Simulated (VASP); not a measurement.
SeH2: relaxation of the atoms with PBE+D3(BJ)

The system is SeH2, in a box.

```
CELL_PARAMETERS angstrom
14.00000 0.00000 0.00000
0.00000 14.50000 0.00000
0.00000 0.00000 15.00000
ATOMIC_POSITIONS crystal
Se 0.49858 0.53788 0.50031
H 0.42102 0.46212 0.49913
H 0.57898 0.46557 0.50087
```

```
Program                : VASP 6.6.1
Task                   : relaxation of the atoms
Functional             : PBE
Dispersion             : D3(BJ)
Potentials or basis    : VASP PAW PBE potentials, release 64 (Se, H)
Cutoff                 : 520 eV
k mesh                 : 1 × 1 × 1
Occupations            : gaussian, width 0.005 eV
Spin                   : no spin polarisation
Dipole correction      : no
Further INCAR settings : ALGO = Normal; EDIFF = 1e-07; ISYM = 0; IBRION = 2; EDIFFG = -0.01; NSW = 100
```

| Item | Value |
| --- | --- |
| Energy gained by relaxing | 23.8 meV/atom |
| Ionic steps | 7 |
| Gap between the frontier levels | 4.80 eV |
| Dispersion energy per atom | -0.008 eV |

Step by step:
| step | energy change (eV) | largest force (eV/Å) | pressure (GPa) |
| --- | --- | --- | --- |
| 1 | 0.0000 | 1.3684 | -0.06 |
| 2 | -0.0298 | 1.3867 | 0.04 |
| 3 | -0.0632 | 0.1923 | -0.01 |
| 4 | -0.0668 | 0.1435 | 0.00 |
| 5 | -0.0712 | 0.0749 | 0.00 |
| 6 | -0.0708 | 0.1360 | 0.00 |
| 7 | -0.0713 | 0.0015 | 0.00 |

Final structure:
```yaml
crystal:
  lattice:
    - [14.00000, 0.00000, 0.00000]
    - [0.00000, 14.50000, 0.00000]
    - [0.00000, 0.00000, 15.00000]
  atoms:
    - { symbol: Se, position: [0.49844, 0.53657, 0.50030] }
    - { symbol: H, position: [0.42521, 0.46293, 0.49917] }
    - { symbol: H, position: [0.57493, 0.46606, 0.50083] }
```

Levels at points of the mesh, in eV from the valence-band top:
```csv
k point,band 1,band 2,band 3,band 4,band 5,band 6,band 7,band 8
"(0.00, 0.00, 0.00)",-12.30,-4.33,-2.96,0.00,4.80,4.93,6.00,6.33
```

It took 9.2 min on 1 thread of Intel(R) Xeon(R) 6975P-C (Granite Rapids), on a shared host, peak memory 1.8 GiB.
